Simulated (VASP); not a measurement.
Co: single point with PBEsol

Co:

```
Co
1.0
     3.95506    0.00000    0.00000
    -1.97753    3.42518    0.00000
     0.00000    0.00000    2.42247
Co
3
Direct
  0.00000 0.00000 0.00000
  0.33333 0.66667 0.50000
  0.66667 0.33333 0.50000
```

This isn't the form of Co at room conditions, which is hcp.

```
Program             : VASP 6.6.1
Task                : single point
Functional          : PBEsol
Potentials or basis : VASP PAW PBE potentials, release 64 (Co)
Cutoff              : 520 eV
k mesh              : 11 × 11 × 15
Occupations         : fermi-dirac, width 0.1 eV
Spin                : no spin polarisation
```

| Property | Result |
| --- | --- |
| Pressure | -17.8 GPa |
| Band gap on the k mesh | zero (an odd number of electrons rules out a gap without spin polarisation) |

Stress tensor (GPa, compression positive):
```
-18.23   0.00   0.00
  0.00 -18.23   0.00
  0.00   0.00 -16.87
```

Levels at points of the mesh, in eV from the Fermi level:
```
           k point  band 11  band 12  band 13  band 14  band 15  band 16  band 17  band 18
(0.00, 0.00, 0.00)    -0.90    -0.90    -0.87    -0.87     0.42     0.42     6.79     6.79
```

Wall time 53 s on 1 thread of Intel(R) Xeon(R) 6975P-C (Granite Rapids), on a shared host, peak memory 0.19 GiB.

Caveat: the cell stands under tension; the PAW data sets were made with another functional, which shifts forces and pressure a little; the run has no spin polarisation, though such a crystal can be magnetic. Spin polarisation is off, so any magnetic state and its effect on volume and gap are missing.
